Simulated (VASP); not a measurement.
## C: single point with LDA

C:

```
C
1.0
     0.00000    1.78337    1.78337
     1.78337    0.00000    1.78337
     1.78337    1.78337    0.00000
C
2
Direct
  0.25000 0.25000 0.25000
  0.00000 0.00000 0.00000
```

| Item | Value |
| --- | --- |
| Program | VASP 6.6.1 |
| Task | single point |
| Functional | LDA |
| Potentials or basis | VASP PAW LDA potentials, release 64 (C_h) |
| Cutoff | 910 eV |
| k mesh | 13 × 13 × 13 |
| Occupations | gaussian, width 0.1 eV |
| Spin | no spin polarisation |
| Dipole correction | no |
| Second run | hard_potentials |
| Further INCAR settings | ALGO = Normal; EDIFF = 1e-06; NBANDS = 11 |

```json
{
  "Pressure": "-12.5 GPa",
  "Band gap on the k mesh": "4.11 eV, indirect (least direct gap 5.54 eV)"
}
```

Levels at points of the mesh, in eV from the valence-band top:
| k point | band 1 | band 2 | band 3 | band 4 | band 5 | band 6 | band 7 | band 8 | band 9 |
| --- | --- | --- | --- | --- | --- | --- | --- | --- | --- |
| (0.00, 0.00, 0.00) | -21.32 | 0.00 | 0.00 | 0.00 | 5.54 | 5.54 | 5.54 | 13.55 | 19.01 |

It used 36 s of CPU time on 1 thread of AMD EPYC 7R13 Processor (Zen 3) (shared host).

Caveat: the cutoff is under 1.25 times the usual one of these potentials, so pressure, stress and relaxed cells hold a basis-set (Pulay) error. A k mesh can miss the band edges.
